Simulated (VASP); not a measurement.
# CuAu (P4/mmm) in VASP: single point with PBE

Aim: the single point of CuAu with PBE.

Program: VASP 6.6.1. These are calculated values, not measurements. Logs are shortened: lines on timing, memory, paths and dates and some standing lists are left out, and cuts for length are marked.

## (1) The cell of the first run

The structure is tetragonal, space group P4/mmm (No. 123). Conventional cell: a = 2.841 Å, b = 2.841 Å, c = 4.195 Å, α = 90.00°, β = 90.00°, γ = 90.00°. Cu (site symmetry 4/mmm) has 4 Cu at 2.84 Å and 8 Au at 2.90 Å within 3.7 Å. Au (site symmetry 4/mmm) has 4 Au at 2.84 Å and 8 Cu at 2.90 Å within 3.7 Å.

## (2) Single point, PBE

File INCAR:

```
PREC     = Accurate       # precision mode
ENCUT    = 820            # plane-wave cutoff, eV
EDIFF    = 1E-6           # SCF threshold, eV
ISMEAR   = 0              # smearing method
SIGMA    = 0.1            # smearing width, eV
LREAL    = F              # projectors in reciprocal space
LASPH    = T              # aspherical terms in the spheres
NELM     = 120            # most SCF steps
ALGO     = Normal         # electronic algorithm
ISIF     = 2              # what is computed and relaxed
LWAVE    = F              # write WAVECAR
LCHARG   = F              # write CHGCAR
GGA      = PE             # functional
NBANDS   = 26             # bands
GGA_COMPAT= F
```

File KPOINTS:

```
Automatic mesh
0
Gamma
  2 2 1
  0 0 0.5
```

File POSCAR:

```
CuAu
1.0
    2.8412224101      0.0000000000      0.0000000000
    0.0000000000      2.8412224101      0.0000000000
    0.0000000000      0.0000000000      4.1954415382
Cu Au
1 1
Direct
    0.5000000000      0.5000000000      0.5000000000
    0.0000000000      0.0000000000      0.0000000000
```

Potentials or basis: VASP PAW PBE potentials, release 64 (Cu_sv_GW, Au_sv_GW).

Run with:

```sh
cat potpaw_PBE.64/Cu_sv_GW/POTCAR potpaw_PBE.64/Au_sv_GW/POTCAR > POTCAR
mpirun -np 1 vasp_std > vasp.out
```

OUTCAR:

```text
PREC = Accurate
   ENCUT = 820
   EDIFF = 1E-6
   ISMEAR = 0
   LREAL = F
   LASPH = T
   NELM = 120
   ISIF = 2
   GGA = PE

 ion  position               nearest neighbor table
   1  0.500  0.500  0.500-   2 2.90   2 2.90   2 2.90   2 2.90   2 2.90   2 2.90   2 2.90   2 2.90

   2  0.000  0.000  0.000-   1 2.90   1 2.90   1 2.90   1 2.90   1 2.90   1 2.90   1 2.90   1 2.90

  LATTYP: Found a simple tetragonal cell.
 ALAT       =     2.8412224101
 C/A-ratio  =     1.4766325661

  Lattice vectors:

 A1 = (   2.8412224101,   0.0000000000,   0.0000000000)
 A2 = (   0.0000000000,   2.8412224101,   0.0000000000)
 A3 = (   0.0000000000,   0.0000000000,   4.1954415382)

Analysis of symmetry for initial positions (statically):
=====================================================================
 Subroutine PRICEL returns:
 Original cell was already a primitive cell.

 Routine SETGRP: Setting up the symmetry group for a
 simple tetragonal supercell.

 Subroutine GETGRP returns: Found 16 space group operations
 (whereof 16 operations were pure point group operations)
 out of a pool of 16 trial point group operations.

The static configuration has the point symmetry D_4h.

Analysis of symmetry for dynamics (positions and initial velocities):
=====================================================================
 Subroutine PRICEL returns:
 Original cell was already a primitive cell.

 Routine SETGRP: Setting up the symmetry group for a
 simple tetragonal supercell.

 Subroutine GETGRP returns: Found 16 space group operations
 (whereof 16 operations were pure point group operations)
 out of a pool of 16 trial point group operations.

The dynamic configuration has the point symmetry D_4h.

 Subroutine INISYM returns: Found 16 space group operations
 (whereof 16 operations are pure point group operations),
 and found     1 'primitive' translations

----------------------------------------------------------------------------------------

                                     Primitive cell

  volume of cell :      33.8679

  direct lattice vectors                    reciprocal lattice vectors
     2.841222410  0.000000000  0.000000000     0.351961183  0.000000000  0.000000000
     0.000000000  2.841222410  0.000000000     0.000000000  0.351961183  0.000000000
     0.000000000  0.000000000  4.195441538     0.000000000  0.000000000  0.238353935

  length of vectors
     2.841222410  2.841222410  4.195441538     0.351961183  0.351961183  0.238353935

  position of ions in fractional coordinates (direct lattice)
     0.500000000  0.500000000  0.500000000
     0.000000000  0.000000000  0.000000000

  ion indices of the primitive-cell ions
   primitive index   ion index
                 1           1
                 2           2

----------------------------------------------------------------------------------------

 KPOINTS: Automatic mesh

Automatic generation of k-mesh.
 Grid dimensions read from file:
 generate k-points for:    2    2    1

 Generating k-lattice:

  Cartesian coordinates                     Fractional coordinates (reciprocal lattice)
     0.175980591  0.000000000  0.000000000     0.500000000  0.000000000  0.000000000
     0.000000000  0.175980591  0.000000000     0.000000000  0.500000000  0.000000000
     0.000000000  0.000000000  0.238353935     0.000000000  0.000000000  1.000000000

  Length of vectors
     0.175980591  0.175980591  0.238353935

  Shift w.r.t. Gamma in fractional coordinates (k-lattice)
     0.000000000  0.000000000  0.500000000

 Subroutine IBZKPT returns following result:
 ===========================================

 Found      3 irreducible k-points:

 Following reciprocal coordinates:
            Coordinates               Weight
  0.000000  0.000000  0.500000      1.000000
  0.500000  0.000000  0.500000      2.000000
  0.500000  0.500000  0.500000      1.000000
   k-points           NKPTS =      3   k-points in BZ     NKDIM =      3   number of bands    NBANDS=     26
   number of dos      NEDOS =    301   number of ions     NIONS =      2
   total plane-waves  NPLWV =  31360
   dimension x,y,z NGX =    28 NGY =   28 NGZ =   40
   dimension x,y,z NGXF=    56 NGYF=   56 NGZF=   80
   ions per type =               1   1
   NGX,Y,Z   is equivalent  to a cutoff of  16.38, 16.38, 15.85 a.u.
   NGXF,Y,Z  is equivalent  to a cutoff of  32.77, 32.77, 31.70 a.u.
 SYSTEM =  unknown system
   PREC   = accura    normal or accurate (medium, high low for compatibility)
   ISTART =      0    job   : 0-new  1-cont  2-samecut
   ICHARG =      2    charge: 1-file 2-atom 10-const
   ISPIN  =      1    spin polarized calculation?
   LNONCOLLINEAR =      F non collinear calculations
   LSORBIT =      F    spin-orbit coupling
   LASPH  =      T    aspherical Exc in radial PAW
   ENCUT  =  820.0 eV  60.27 Ry    7.76 a.u.   6.63  6.63  9.80*2*pi/ulx,y,z
   NELM   =    120;   NELMIN=  2; NELMDL= -5     # of ELM steps
   EDIFF  = 0.1E-05   stopping-criterion for ELM
   LREAL  =      F    real-space projection
   EDIFFG = 0.1E-04   stopping-criterion for IOM
   NSW    =      0    number of steps for IOM
   IBRION =     -1    ionic relax: 0-MD 1-quasi-New 2-CG
   NFREE  =      0    steps in history (QN), initial steepest desc. (CG)
   ISIF   =      2    stress and relaxation
   ISYM   =      2    0-nonsym 1-usesym 2-fastsym
   POTIM  = 0.5000    time-step for ionic-motion
   TEBEG  =    0.0;   TEEND  =   0.0 temperature during run
   PSTRESS=    0.0 pullay stress
   NELECT =      38.0000    total number of electrons
   NUPDOWN=      -1.0000    fix difference up-down
   EMIN   =  10.00;   EMAX   =-10.00  energy-range for DOS
   EFERMI =   0.00;   METHOD = LEGACY
   ISMEAR =     0;   SIGMA  =   0.10  broadening in eV -4-tet -1-fermi 0-gaus
   EFERMI_NEDOS =   21; number of points for ismear=-14 and -15
   IALGO  =     38    algorithm
   IMIX   =      4    mixing-type and parameters
     AMIX     =   0.40;   BMIX     =  1.00
     AMIX_MAG =   1.60;   BMIX_MAG =  1.00
  volume/ion in A,a.u.               =      16.93       114.28
  Fermi-wavevector in a.u.,A,eV,Ry     =   1.701140  3.214688 39.373578  2.893876
  Thomas-Fermi vector in A             =   2.781147
   LORBIT       =      0    0 simple, 1 ext, 2 COOP (PROOUT), +10 PAW based schemes
   GGA     = PE    functional components
   LHFCALC =     F    Hartree Fock is set to
   AEXX    =    0.0000 exact exchange contribution
   IVDW    =     0    specifies the selected vdW correction
   LEPSILON=     F    determine dielectric tensor
   LRPA    =     F    only Hartree local field effects (RPA)
 non-spin polarized calculation
 Gauss-broadening in eV      SIGMA  =   0.10
  energy-cutoff  :      820.00
  volume of cell :       33.87
 maximum number of plane-waves:      1828
 NGX is ok and might be reduce to    28
   NGX = 13   NGY = 13   NGZ = 19

 number of electron      37.9999999 magnetization

 Free energy of the ion-electron system (eV)
  ---------------------------------------------------
  ext. energy  EPLUGINS =         0.00000000
  ---------------------------------------------------
  free energy    TOTEN  =        -3.91527205 eV

  energy without entropy =       -3.86182458  energy(sigma->0) =       -3.88854831

 E-fermi :   5.8471     XC(G=0): -12.2926

 val. band max:        5.8238152057   @ k =   0.5000   0.0000   0.5000
 cond. band min:       5.8703365872   @ k =   0.5000   0.0000   0.5000
 fundamental gap:      0.0465213814
 Fermi energy:         5.8470758965

 k-point     1 :       0.0000    0.0000    0.5000
  band No.  band energies     occupation
      1    -105.4259      2.00000
      2     -98.9597      2.00000
      3     -62.8280      2.00000
      4     -62.8101      2.00000
      5     -62.8101      2.00000
      6     -50.2831      2.00000
      7     -50.2831      2.00000
      8     -50.2004      2.00000
      9      -0.7990      2.00000
     10       0.6837      2.00000
     11       1.0368      2.00000
     12       2.7704      2.00000
     13       3.4506      2.00000
     14       3.4506      2.00000
     15       3.7273      2.00000
     16       4.1639      2.00000
     17       4.3279      2.00000
     18       4.6141      2.00000
     19       4.6141      2.00000
     20       4.8890      2.00000
     21      19.6767      0.00000
     22      20.6741      0.00000
     23      20.6749      0.00000
     24      20.7984      0.00000
     25      20.7986      0.00000
     26      20.9677      0.00000

 k-point     2 :       0.5000    0.0000    0.5000
  band No.  band energies     occupation
      1    -105.4249      2.00000
      2     -98.9546      2.00000
      3     -62.8267      2.00000
      4     -62.8253      2.00000
      5     -62.8089      2.00000
      6     -50.4214      2.00000
      7     -50.2724      2.00000
      8     -50.1880      2.00000
      9       0.5676      2.00000
     10       0.6099      2.00000
     11       2.6512      2.00000
     12       2.7812      2.00000
     13       3.3409      2.00000
     14       4.0280      2.00000
     15       4.9341      2.00000
     16       4.9398      2.00000
     17       4.9517      2.00000
     18       5.0611      2.00000
     19       5.8238      1.25781
     20       5.8703      0.74219
     21       8.6756      0.00000
     22       9.6970      0.00000
     23      21.4341      0.00000
     24      22.4722      0.00000
     25      22.7330      0.00000
     26      22.8245      0.00000

 k-point     3 :       0.5000    0.5000    0.5000
  band No.  band energies     occupation
      1    -105.4239      2.00000
      2     -98.9495      2.00000
      3     -62.8254      2.00000
      4     -62.8240      2.00000
      5     -62.8240      2.00000
      6     -50.4086      2.00000
      7     -50.4086      2.00000
      8     -50.1762      2.00000
      9       0.6284      2.00000
     10       1.6826      2.00000
     11       1.6826      2.00000
     12       3.5146      2.00000
     13       3.6011      2.00000
     14       3.8952      2.00000
     15       3.8952      2.00000
     16       4.6498      2.00000
     17       5.1201      2.00000
     18       5.1761      2.00000
     19      11.5844      0.00000
     20      11.5844      0.00000
     21      11.6911      0.00000
     22      12.3426      0.00000
     23      12.4410      0.00000
     24      12.4410      0.00000
     25      13.4644      0.00000
     26      15.8163      0.00000

------------------------ aborting loop because EDIFF is reached ----------------------------------------

  FORCE on cell =-STRESS in cart. coord.  units (eV):
  Direction    XX          YY          ZZ          XY          YZ          ZX
  --------------------------------------------------------------------------------------
  -------------------------------------------------------------------------------------
  Total       -0.2624009     -0.2624009     -0.2569539      0.0000000     -0.0000000      0.0000000
  in kB      -12.4133138    -12.4133138    -12.1556342      0.0000000     -0.0000000      0.0000000
  external PRESSURE =     -12.3274206 kB  Pullay stress =       0.0000000 kB

 VOLUME and BASIS-vectors are now :
 -----------------------------------------------------------------------------
  energy-cutoff  :      820.00
  volume of cell :       33.87
      direct lattice vectors                 reciprocal lattice vectors
     2.841222410  0.000000000  0.000000000     0.351961183  0.000000000  0.000000000
     0.000000000  2.841222410  0.000000000     0.000000000  0.351961183  0.000000000
     0.000000000  0.000000000  4.195441538     0.000000000  0.000000000  0.238353935

 POSITION                                       TOTAL-FORCE (eV/Angst)
 -----------------------------------------------------------------------------------
      1.42061      1.42061      2.09772         0.000000      0.000000      0.000000
      0.00000      0.00000      0.00000         0.000000      0.000000      0.000000
 -----------------------------------------------------------------------------------
    total drift:                                0.000000      0.000000      0.000000

  FREE ENERGIE OF THE ION-ELECTRON SYSTEM (eV)
  ---------------------------------------------------
  free  energy   TOTEN  =        -3.9152720464 eV

  energy  without entropy=       -3.8618245781  energy(sigma->0) =       -3.88854831
```

It took 34 s on 1 thread of Intel Xeon Platinum 8375C at 2.90GHz (Ice Lake), shared host; peak memory 0.19 GiB.

Results:

- Free energy: -3.9153 eV
- Pressure: -1.2 GPa
- Band gap on the k mesh: zero (bands 19 and 20 overlap by 6.70 eV)

Caveat: the k points lie up to 1.50 Å⁻¹ apart, too coarse for converged energies and pressures of a metal; spin-orbit coupling is left out, which moves the levels of the heavy elements.

The gap in the log of VASP goes by the Fermi energy; the results here count the filled bands.